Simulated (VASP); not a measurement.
# Ti in VASP: a series of runs, part 3 of 3

VASP 6.6.1.

## 5. Single point, PBEsol (equal xy, yz and zx shear strains of +1 %)

INCAR

```
ALGO = Normal
EDIFF = 1E-6
ENCUT = 520
GGA = PS
ISIF = 2
ISMEAR = -1
LASPH = True
LCHARG = False
LREAL = False
LWAVE = False
NBANDS = 12
NELM = 100
PREC = Accurate
SIGMA = 0.05
```

KPOINTS

```
k-points
0
Gamma
  14 14 14
```

POSCAR

```
Ti
1.0
   -1.6245900000      1.6410000000      1.6410000000
    1.6410000000     -1.6245900000      1.6410000000
    1.6410000000      1.6410000000     -1.6245900000
Ti
1
Direct
    0.0000000000      0.0000000000      0.0000000000
```

Potentials or basis: VASP PAW PBE potentials, release 64 (Ti_sv).

The run is started by

```
cat potpaw_PBE.64/Ti_sv/POTCAR > POTCAR
mpirun -np 1 vasp_std > vasp.out
```

OUTCAR:

```text
EDIFF = 1E-6
   ENCUT = 520
   GGA = PS
   ISIF = 2
   ISMEAR = -1
   LASPH = True
   LREAL = False
   NELM = 100
   PREC = Accurate

 ion  position               nearest neighbor table
   1  0.000  0.000  0.000-

  LATTYP: Found a trigonal (rhomboedric) cell.
 ALAT       =     2.8328527438
 COS(alpha) =    -0.3288480252

  Lattice vectors:

 A1 = (  -1.6245900000,   1.6410000000,   1.6410000000)
 A2 = (   1.6410000000,  -1.6245900000,   1.6410000000)
 A3 = (   1.6410000000,   1.6410000000,  -1.6245900000)

Analysis of symmetry for initial positions (statically):
=====================================================================
 Subroutine PRICEL returns:
 Original cell was already a primitive cell.

 Routine SETGRP: Setting up the symmetry group for a
 trigonal (rhombohedral) supercell.

 Subroutine GETGRP returns: Found 12 space group operations
 (whereof 12 operations were pure point group operations)
 out of a pool of 12 trial point group operations.

The static configuration has the point symmetry D_3d.

Analysis of symmetry for dynamics (positions and initial velocities):
=====================================================================
 Subroutine PRICEL returns:
 Original cell was already a primitive cell.

 Routine SETGRP: Setting up the symmetry group for a
 trigonal (rhombohedral) supercell.

 Subroutine GETGRP returns: Found 12 space group operations
 (whereof 12 operations were pure point group operations)
 out of a pool of 12 trial point group operations.

The dynamic configuration has the point symmetry D_3d.

 Subroutine INISYM returns: Found 12 space group operations
 (whereof 12 operations are pure point group operations),
 and found     1 'primitive' translations

----------------------------------------------------------------------------------------

                                     Primitive cell

  volume of cell :      17.6747

  direct lattice vectors                    reciprocal lattice vectors
    -1.624590000  1.641000000  1.641000000    -0.003031915  0.303191463  0.303191463
     1.641000000 -1.624590000  1.641000000     0.303191463 -0.003031915  0.303191463
     1.641000000  1.641000000 -1.624590000     0.303191463  0.303191463 -0.003031915

  length of vectors
     2.832852744  2.832852744  2.832852744     0.428788198  0.428788198  0.428788198

  position of ions in fractional coordinates (direct lattice)
     0.000000000  0.000000000  0.000000000

  ion indices of the primitive-cell ions
   primitive index   ion index
                 1           1

----------------------------------------------------------------------------------------

 KPOINTS: k-points

Automatic generation of k-mesh.
 Grid dimensions read from file:
 generate k-points for:   14   14   14

 Generating k-lattice:

  Cartesian coordinates                     Fractional coordinates (reciprocal lattice)
    -0.000216565  0.021656533  0.021656533     0.071428571  0.000000000  0.000000000
     0.021656533 -0.000216565  0.021656533     0.000000000  0.071428571  0.000000000
     0.021656533  0.021656533 -0.000216565     0.000000000  0.000000000  0.071428571

  Length of vectors
     0.030627728  0.030627728  0.030627728

  Shift w.r.t. Gamma in fractional coordinates (k-lattice)
     0.000000000  0.000000000  0.000000000

 Subroutine IBZKPT returns following result:
 ===========================================

 Found    288 irreducible k-points:

 Following reciprocal coordinates:
            Coordinates               Weight
  0.000000  0.000000  0.000000      1.000000
  0.071429 -0.000000 -0.000000      6.000000
  0.142857 -0.000000 -0.000000      6.000000
  0.214286 -0.000000 -0.000000      6.000000
  0.285714  0.000000  0.000000      6.000000
  0.357143 -0.000000 -0.000000      6.000000
[... 16 lines left out ...]
  0.214286  0.142857  0.000000     12.000000
  0.285714  0.142857 -0.000000     12.000000
 [... further k-points ...]
   k-points           NKPTS =    288   k-points in BZ     NKDIM =    288   number of bands    NBANDS=     12
   number of dos      NEDOS =    301   number of ions     NIONS =      1
   total plane-waves  NPLWV =  13824
   dimension x,y,z NGX =    24 NGY =   24 NGZ =   24
   dimension x,y,z NGXF=    48 NGYF=   48 NGZF=   48
   ions per type =               1
   NGX,Y,Z   is equivalent  to a cutoff of  14.08, 14.08, 14.08 a.u.
   NGXF,Y,Z  is equivalent  to a cutoff of  28.17, 28.17, 28.17 a.u.
 SYSTEM =  unknown system
   PREC   = accura    normal or accurate (medium, high low for compatibility)
   ISTART =      0    job   : 0-new  1-cont  2-samecut
   ICHARG =      2    charge: 1-file 2-atom 10-const
   ISPIN  =      1    spin polarized calculation?
   LNONCOLLINEAR =      F non collinear calculations
   LSORBIT =      F    spin-orbit coupling
   LASPH  =      T    aspherical Exc in radial PAW
   ENCUT  =  520.0 eV  38.22 Ry    6.18 a.u.   5.27  5.27  5.27*2*pi/ulx,y,z
   NELM   =    100;   NELMIN=  2; NELMDL= -5     # of ELM steps
   EDIFF  = 0.1E-05   stopping-criterion for ELM
   LREAL  =      F    real-space projection
   EDIFFG = 0.1E-04   stopping-criterion for IOM
   NSW    =      0    number of steps for IOM
   IBRION =     -1    ionic relax: 0-MD 1-quasi-New 2-CG
   NFREE  =      0    steps in history (QN), initial steepest desc. (CG)
   ISIF   =      2    stress and relaxation
   ISYM   =      2    0-nonsym 1-usesym 2-fastsym
   POTIM  = 0.5000    time-step for ionic-motion
   TEBEG  =    0.0;   TEEND  =   0.0 temperature during run
   PSTRESS=    0.0 pullay stress
   NELECT =      12.0000    total number of electrons
   NUPDOWN=      -1.0000    fix difference up-down
   EMIN   =  10.00;   EMAX   =-10.00  energy-range for DOS
   EFERMI =   0.00;   METHOD = LEGACY
   ISMEAR =    -1;   SIGMA  =   0.05  broadening in eV -4-tet -1-fermi 0-gaus
   EFERMI_NEDOS =   21; number of points for ismear=-14 and -15
   IALGO  =     38    algorithm
   IMIX   =      4    mixing-type and parameters
     AMIX     =   0.40;   BMIX     =  1.00
     AMIX_MAG =   1.60;   BMIX_MAG =  1.00
  volume/ion in A,a.u.               =      17.67       119.28
  Fermi-wavevector in a.u.,A,eV,Ry     =   1.438857  2.719045 28.168252  2.070308
  Thomas-Fermi vector in A             =   2.557777
   LORBIT       =      0    0 simple, 1 ext, 2 COOP (PROOUT), +10 PAW based schemes
   GGA     = PS    functional components
   LHFCALC =     F    Hartree Fock is set to
   AEXX    =    0.0000 exact exchange contribution
   IVDW    =     0    specifies the selected vdW correction
   LEPSILON=     F    determine dielectric tensor
   LRPA    =     F    only Hartree local field effects (RPA)
 non-spin polarized calculation
  energy-cutoff  :      520.00
  volume of cell :       17.67
 maximum number of plane-waves:       490
 NGX is ok and might be reduce to    24
   NGX = 11   NGY = 11   NGZ = 11

 number of electron      12.0000001 magnetization

 Free energy of the ion-electron system (eV)
  ---------------------------------------------------
  ext. energy  EPLUGINS =         0.00000000
  ---------------------------------------------------
  free energy    TOTEN  =        -8.21727597 eV

  energy without entropy =       -8.19662481  energy(sigma->0) =       -8.20695039

 E-fermi :   7.7685     XC(G=0): -11.5487

 val. band max:        7.7645508676   @ k =  -0.2143   0.2857   0.2143
 cond. band min:       7.7718004916   @ k =  -0.3571   0.2143   0.1429
 fundamental gap:      0.0072496240
 Fermi energy:         7.7684820270

 k-point     1 :       0.0000    0.0000    0.0000
  band No.  band energies     occupation
      1     -48.5567      2.00000
      2     -24.5395      2.00000
      3     -24.5200      2.00000
      4     -24.5200      2.00000
      5       1.8634      2.00000
      6       8.6928      0.00000
      7       8.6928      0.00000
      8       8.8414      0.00000
      9      10.4811      0.00000
     10      10.4811      0.00000
     11      24.9744      0.00000
     12      24.9744      0.00000

 k-point     2 :       0.0714   -0.0000   -0.0000
  band No.  band energies     occupation
      1     -48.5508      2.00000
      2     -24.5676      2.00000
      3     -24.5344      2.00000
      4     -24.5203      2.00000
      5       2.0334      2.00000
      6       8.6177      0.00000
      7       8.6930      0.00000
      8       8.9347      0.00000
      9      10.4004      0.00000
     10      10.4876      0.00000
     11      24.6884      0.00000
     12      25.0329      0.00000
[... 316 lines left out ...]
 k-point    24 :       0.2857    0.1429   -0.0000
  band No.  band energies     occupation
      1     -48.4515      2.00000
      2     -25.0295      2.00000
      3     -24.7188      2.00000
      4     -24.5644      2.00000
      5       5.2852      2.00000
      6       7.5297      1.98327
      7       7.8157      0.55972
      8      10.2479      0.00000
      9      10.8672      0.00000
     10      11.7106      0.00000
     11      18.5218      0.00000
     12      20.8558      0.00000

 [... further k-points ...]
[... 5 lines left out ...]
  --------------------------------------------------------------------------------------
  -------------------------------------------------------------------------------------
  Total       -0.7536622     -0.7536622     -0.7536622     -0.0415705     -0.0415705     -0.0415705
  in kB      -68.3178287    -68.3178287    -68.3178287     -3.7682767     -3.7682767     -3.7682767
  external PRESSURE =     -68.3178287 kB  Pullay stress =       0.0000000 kB

 VOLUME and BASIS-vectors are now :
 -----------------------------------------------------------------------------
  energy-cutoff  :      520.00
  volume of cell :       17.67
      direct lattice vectors                 reciprocal lattice vectors
    -1.624590000  1.641000000  1.641000000    -0.003031915  0.303191463  0.303191463
     1.641000000 -1.624590000  1.641000000     0.303191463 -0.003031915  0.303191463
     1.641000000  1.641000000 -1.624590000     0.303191463  0.303191463 -0.003031915

 POSITION                                       TOTAL-FORCE (eV/Angst)
 -----------------------------------------------------------------------------------
      0.00000      0.00000      0.00000         0.000000      0.000000     -0.000000
 -----------------------------------------------------------------------------------
    total drift:                                0.000000      0.000000      0.000000

  FREE ENERGIE OF THE ION-ELECTRON SYSTEM (eV)
  ---------------------------------------------------
  free  energy   TOTEN  =        -8.2172759720 eV

  energy  without entropy=       -8.1966248075  energy(sigma->0) =       -8.20695039
```

OSZICAR:

```text
N       E                     dE             d eps       ncg     rms          rms(c)
DAV:   1     0.858207335548E+02    0.85821E+02   -0.65102E+03  6924   0.120E+03
DAV:   2    -0.511249793325E+01   -0.90933E+02   -0.88579E+02  7056   0.296E+02
DAV:   3    -0.934149877432E+01   -0.42290E+01   -0.41775E+01  9640   0.645E+01
DAV:   4    -0.943120248986E+01   -0.89704E-01   -0.89590E-01  7676   0.838E+00
DAV:   5    -0.943338450336E+01   -0.21820E-02   -0.21819E-02  8156   0.116E+00    0.853E+00
DAV:   6    -0.821468626336E+01    0.12187E+01   -0.29590E+00  7468   0.238E+01    0.201E+00
DAV:   7    -0.820924576415E+01    0.54405E-02   -0.74452E-02  8128   0.274E+00    0.123E+00
DAV:   8    -0.821684809380E+01   -0.76023E-02   -0.35464E-02  7264   0.221E+00    0.105E-01
DAV:   9    -0.821724211840E+01   -0.39402E-03   -0.20202E-03  8400   0.442E-01    0.708E-02
DAV:  10    -0.821728878135E+01   -0.46663E-04   -0.28134E-04  7252   0.176E-01    0.169E-02
DAV:  11    -0.821727620645E+01    0.12575E-04   -0.33209E-05  7792   0.863E-02    0.104E-02
DAV:  12    -0.821727597201E+01    0.23444E-06   -0.14643E-06  7108   0.142E-02
   1 F= -.82172760E+01 E0= -.82069504E+01  d E =-.206512E-01
```

Run time: 26 s. Hardware: 1 thread of Intel Xeon 6975P-C, shared host; peak memory 0.18 GiB.

What came out:

| Quantity | Value |
| --- | --- |
| Free energy | -8.2173 eV |
| Pressure | -6.8 GPa |
| Band gap on the k mesh | zero (band 6 reaches 8.69 eV, above the bottom of band 7 at 7.14 eV) |

Stress tensor (GPa, compression positive):
```
-6.83 -0.38 -0.38
-0.38 -6.83 -0.38
-0.38 -0.38 -6.83
```

Caveat: the cell differs from its parent crystal (equal xy, yz and zx shear strains of +1 %); the PAW data sets were made with another functional, which shifts forces and pressure a little.

## 6. Single point, PBEsol (volume scaled by 0.94)

INCAR

```
SYSTEM = Ti
ALGO     = Normal         ! electronic algorithm
EDIFF    = 1E-6           ! SCF threshold, eV
ENCUT    = 520            ! plane-wave cutoff, eV
GGA      = PS             ! functional
ISIF     = 2              ! what is computed and relaxed
ISMEAR   = -1             ! smearing method
LASPH    = .True.         ! aspherical terms in the spheres
LCHARG   = .True.         ! write CHGCAR
LELF     = .True.         ! ELF
LREAL    = .False.        ! projectors in reciprocal space
LVHAR    = .True.       
LWAVE    = .False.        ! write WAVECAR
NBANDS   = 12             ! bands
NELM     = 100            ! most SCF steps
PREC     = Accurate       ! precision mode
SIGMA    = 0.05           ! smearing width, eV
```

KPOINTS

```
k-points
0
Gamma
  14 14 14
  0 0 0
```

POSCAR

```
Ti
1.0
   -1.6075008044      1.6075008044      1.6075008044
    1.6075008044     -1.6075008044      1.6075008044
    1.6075008044      1.6075008044     -1.6075008044
Ti
1
Direct
    0.0000000000      0.0000000000      0.0000000000
```

Potentials or basis: VASP PAW PBE potentials, release 64 (Ti_sv).

The run is started by

```
cat potpaw_PBE.64/Ti_sv/POTCAR > POTCAR
mpirun -np 1 vasp_std > vasp.out
```

Run time: 24 s. Hardware: 1 thread of Intel Xeon 8259CL, shared host; peak memory 0.15 GiB.

Results (log left out):

* Free energy: -8.2434 eV
* Pressure: -0.8 GPa
* Band gap on the k mesh: zero (band 6 reaches 9.45 eV, above the bottom of band 7 at 7.73 eV)

Levels at points of the mesh, in eV from the Fermi level:
| k point | band 4 | band 5 | band 6 | band 7 | band 8 | band 9 |
| --- | --- | --- | --- | --- | --- | --- |
| (0.00, 0.00, 0.00) | -32.09 | -6.04 | 1.03 | 1.03 | 1.03 | 2.91 |
| (0.50, 0.00, 0.00) | -32.10 | -2.56 | -0.44 | 1.30 | 2.90 | 3.27 |
| (0.50, 0.50, 0.50) | -32.63 | -2.25 | -2.25 | 4.17 | 4.17 | 4.17 |

Caveat: the PAW data sets were made with another functional, which shifts forces and pressure a little.

## 7. The runs side by side

| cell | gap on the mesh (eV) | pressure (GPa) |
| --- | --- | --- |
| a = 2.861 Å, angles 110.0, 110.0, 108.4°, 1 atom | none | -8.5 |
| a = 2.823 Å, angles 108.9°, 1 atom | none | -6.8 |
| a = 2.861 Å, angles 110.0°, 1 atom | none | -6.8 |
| a = 2.833 Å, angles 109.2°, 1 atom | none | -6.8 |
| a = 2.784 Å, angles 109.5°, 1 atom | none | -0.8 |

Alike in all rows: task single point; level PBEsol; potentials or basis VASP PAW PBE potentials, release 64 (Ti_sv); no spin polarisation; k mesh 14 × 14 × 14; cutoff (eV) 520; smearing fermi-dirac 0.05 eV.

Caveats: the PAW data sets were made with another functional, which shifts forces and pressure a little.

Absolute energies hang on the potentials; compare differences alone.
